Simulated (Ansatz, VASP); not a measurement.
One calculation of Al, two programs

```
Al
1.0
     0.00000    2.02041    2.02041
     2.02041    0.00000    2.02041
     2.02041    2.02041    0.00000
Al
1
Direct
  0.00000 0.00000 0.00000
```

Alike in both runs: functional PBE; k mesh 18 × 18 × 18; occupations gaussian, width 0.1 eV; no spin polarisation.

Ansatz relaxed the structure, and its values are those at the end. VASP's run is a single point on that final structure, the one shown.

```csv
,VASP,Ansatz
version,VASP 6.6.1,Ansatz 0.2.0
potentials or method,"VASP PAW PBE potentials, release 64 (Al), cutoff 500 eV","scalar-relativistic, plane waves, PAW"
valence electrons in the cell,3,3
```

|  | VASP | Ansatz | Ansatz less VASP |
| --- | --- | --- | --- |
| gap on the k mesh at the Fermi level (eV) | none | none | - |
| pressure (GPa) | 0.0 | 0.0 | +0.01 |

A gap of «none» marks a metal or a gap that the smearing closes.
